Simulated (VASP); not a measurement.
# Mg (P-1) in VASP: single point with PBE

Aim: the single point of Mg with PBE.

All numbers are computed with VASP 6.6.1; they aren't measurements. Logs are shortened: lines on timing, memory, paths and dates and some standing lists are left out, and cuts for length are marked.

## 1. The cell of the first run

The typed cell holds 1 atom: a = 2.938 Å, b = 3.172 Å, c = 3.200 Å, α = 92.02°, β = 92.42°, γ = 120.65°.

## 2. Single point, PBE

Contents of INCAR:

```
SYSTEM = Mg
PREC = Accurate
ENCUT = 520
EDIFF = 1E-6
ISMEAR = 0
SIGMA = 0.1
LREAL = .False.
LASPH = .True.
NELM = 100
ALGO = Normal
ISIF = 2
LWAVE = .False.
LCHARG = .True.
GGA = PE
LELF = .True.
LVHAR = .True.
NBANDS = 7
```

Contents of KPOINTS:

```
Automatic mesh
0
Gamma
  9 9 8
  0 0 0
```

Contents of POSCAR:

```
Mg
1.0
    2.9359666176     -0.0838190255     -0.0660361007
   -1.5405727142      2.7727171270     -0.0553490348
   -0.0659178486     -0.1018548003      3.1974547795
Mg
1
Direct
    0.0000000000      0.0000000000      0.0000000000
```

Potentials or basis: VASP PAW PBE potentials, release 64 (Mg).

Command:

```sh
$ cat potpaw_PBE.64/Mg/POTCAR > POTCAR
$ mpirun -np 1 vasp_std > vasp.out
```

OUTCAR:

```text
SYSTEM = Mg
   PREC = Accurate
   ENCUT = 520
   EDIFF = 1E-6
   ISMEAR = 0
   LREAL = .False.
   LASPH = .True.
   NELM = 100
   ISIF = 2
   GGA = PE

 ion  position               nearest neighbor table
   1  0.000  0.000  0.000-

  LATTYP: Found a triclinic cell.
 ALAT       =     4.4341863248
 B/A-ratio  =     0.7216105684
 C/A-ratio  =     1.1975822752
 COS(alpha) =     0.0022542415
 COS(beta)  =     0.5699869935
 COS(gamma) =     0.7495309193

  Lattice vectors:

 A1 = (  -3.0018844662,  -0.0180357748,   3.2634908802)
 A2 = (  -0.0659178486,  -0.1018548003,   3.1974547795)
 A3 = (  -4.4765393318,   2.8565361525,   0.0106870659)

Analysis of symmetry for initial positions (statically):
=====================================================================
 Subroutine PRICEL returns:
 Original cell was already a primitive cell.

 Routine SETGRP: Setting up the symmetry group for a
 triclinic supercell.

 Subroutine GETGRP returns: Found  2 space group operations
 (whereof  2 operations were pure point group operations)
 out of a pool of  2 trial point group operations.

The static configuration has the point symmetry S_2 .

Analysis of symmetry for dynamics (positions and initial velocities):
=====================================================================
 Subroutine PRICEL returns:
 Original cell was already a primitive cell.

 Routine SETGRP: Setting up the symmetry group for a
 triclinic supercell.

 Subroutine GETGRP returns: Found  2 space group operations
 (whereof  2 operations were pure point group operations)
 out of a pool of  2 trial point group operations.

The dynamic configuration has the point symmetry S_2 .

 Subroutine INISYM returns: Found  2 space group operations
 (whereof  2 operations are pure point group operations),
 and found     1 'primitive' translations

----------------------------------------------------------------------------------------

                                     Primitive cell

  volume of cell :      25.5770

  direct lattice vectors                    reciprocal lattice vectors
     2.935966618 -0.083819026 -0.066036101     0.346404408  0.192733784  0.013280905
    -1.540572714  2.772717127 -0.055349035     0.010741416  0.366862890  0.011907845
    -0.065917849 -0.101854800  3.197454780     0.007340127  0.010330997  0.313229170

  length of vectors
     2.937905100  3.172441973  3.199755714     0.396634224  0.367213228  0.313485438

  position of ions in fractional coordinates (direct lattice)
     0.000000000  0.000000000  0.000000000

[... 73 lines left out ...]
   ENCUT  =  520.0 eV  38.22 Ry    6.18 a.u.   5.46  5.90  5.95*2*pi/ulx,y,z
   NELM   =    100;   NELMIN=  2; NELMDL= -5     # of ELM steps
   EDIFF  = 0.1E-05   stopping-criterion for ELM
   LREAL  =      F    real-space projection
   EDIFFG = 0.1E-04   stopping-criterion for IOM
   NSW    =      0    number of steps for IOM
   IBRION =     -1    ionic relax: 0-MD 1-quasi-New 2-CG
   NFREE  =      0    steps in history (QN), initial steepest desc. (CG)
   ISIF   =      2    stress and relaxation
   ISYM   =      2    0-nonsym 1-usesym 2-fastsym
   POTIM  = 0.5000    time-step for ionic-motion
   TEBEG  =    0.0;   TEEND  =   0.0 temperature during run
   PSTRESS=    0.0 pullay stress
   NELECT =       2.0000    total number of electrons
   NUPDOWN=      -1.0000    fix difference up-down
   EMIN   =  10.00;   EMAX   =-10.00  energy-range for DOS
   EFERMI =   0.00;   METHOD = LEGACY
   ISMEAR =     0;   SIGMA  =   0.10  broadening in eV -4-tet -1-fermi 0-gaus
   EFERMI_NEDOS =   21; number of points for ismear=-14 and -15
   IALGO  =     38    algorithm
   IMIX   =      4    mixing-type and parameters
     AMIX     =   0.40;   BMIX     =  1.00
     AMIX_MAG =   1.60;   BMIX_MAG =  1.00
  volume/ion in A,a.u.               =      25.58       172.60
  Fermi-wavevector in a.u.,A,eV,Ry     =   0.700059  1.322920  6.667981  0.490083
  Thomas-Fermi vector in A             =   1.784108
   LORBIT       =      0    0 simple, 1 ext, 2 COOP (PROOUT), +10 PAW based schemes
   GGA     = PE    functional components
   LHFCALC =     F    Hartree Fock is set to
   AEXX    =    0.0000 exact exchange contribution
   IVDW    =     0    specifies the selected vdW correction
   LEPSILON=     F    determine dielectric tensor
   LRPA    =     F    only Hartree local field effects (RPA)
 non-spin polarized calculation
 Gauss-broadening in eV      SIGMA  =   0.10
  energy-cutoff  :      520.00
  volume of cell :       25.58
 maximum number of plane-waves:       704
 NGX is ok and might be reduce to    24
   NGX = 11   NGY = 11   NGZ = 11

 number of electron       2.0000000 magnetization

 Free energy of the ion-electron system (eV)
  ---------------------------------------------------
  ext. energy  EPLUGINS =         0.00000000
  ---------------------------------------------------
  free energy    TOTEN  =        -1.25971990 eV

  energy without entropy =       -1.25724517  energy(sigma->0) =       -1.25848253

 E-fermi :   2.0119     XC(G=0):  -8.1264

 val. band max:        1.9824449779   @ k =   0.3333   0.4444   0.3750
 cond. band min:       2.0234313805   @ k =   0.3333   0.1111   0.5000
 fundamental gap:      0.0409864026
 Fermi energy:         2.0119425559

 k-point     1 :       0.0000    0.0000    0.0000
  band No.  band energies     occupation
      1      -4.4227      2.00000
      2       9.3376      0.00000
      3       9.5388      0.00000
      4      13.7913      0.00000
      5      14.9277      0.00000
      6      16.0092      0.00000
      7      16.1989      0.00000
[... 221 lines left out ...]
 k-point    24 :      -0.0000    0.3333   -0.0000
  band No.  band energies     occupation
      1      -2.1878      2.00000
      2       4.2455      0.00000
      3      10.5270      0.00000
      4      11.6570      0.00000
      5      12.6735      0.00000
      6      14.6575      0.00000
      7      16.8622      0.00000

 [... further k-points ...]
[... 5 lines left out ...]
  --------------------------------------------------------------------------------------
  -------------------------------------------------------------------------------------
  Total        0.5605735     -0.1181313     -0.1846568      0.2584037     -0.1338212     -0.0417161
  in kB       35.1150143     -7.3998886    -11.5671317     16.1867244     -8.3827233     -2.6131448
  external PRESSURE =       5.3826647 kB  Pullay stress =       0.0000000 kB

 VOLUME and BASIS-vectors are now :
 -----------------------------------------------------------------------------
  energy-cutoff  :      520.00
  volume of cell :       25.58
      direct lattice vectors                 reciprocal lattice vectors
     2.935966618 -0.083819026 -0.066036101     0.346404408  0.192733784  0.013280905
    -1.540572714  2.772717127 -0.055349035     0.010741416  0.366862890  0.011907845
    -0.065917849 -0.101854800  3.197454780     0.007340127  0.010330997  0.313229170

 POSITION                                       TOTAL-FORCE (eV/Angst)
 -----------------------------------------------------------------------------------
      0.00000      0.00000      0.00000        -0.000000     -0.000000     -0.000000
 -----------------------------------------------------------------------------------
    total drift:                                0.000000     -0.000000     -0.000000

  FREE ENERGIE OF THE ION-ELECTRON SYSTEM (eV)
  ---------------------------------------------------
  free  energy   TOTEN  =        -1.2597198999 eV

  energy  without entropy=       -1.2572451688  energy(sigma->0) =       -1.25848253
```

Wall time 23 s (1 thread of AMD EPYC 7R13 (Zen 3), shared host); peak memory 0.15 GiB.

Results:

- Free energy: -1.2597 eV
- Pressure: 0.5 GPa
- Band gap on the k mesh: zero (band 1 reaches 4.51 eV, above the bottom of band 2 at -0.29 eV)

Stress tensor (GPa, compression positive):
```
 3.51  1.62 -0.26
 1.62 -0.74 -0.84
-0.26 -0.84 -1.16
```

Levels at points of the mesh, in eV from the Fermi level:
| k point | band 1 | band 2 | band 3 | band 4 |
| --- | --- | --- | --- | --- |
| (0.00, 0.00, 0.00) | -6.43 | 7.33 | 7.53 | 11.78 |
| (0.00, 0.00, 0.50) | -3.27 | -2.30 | 13.35 | 15.24 |
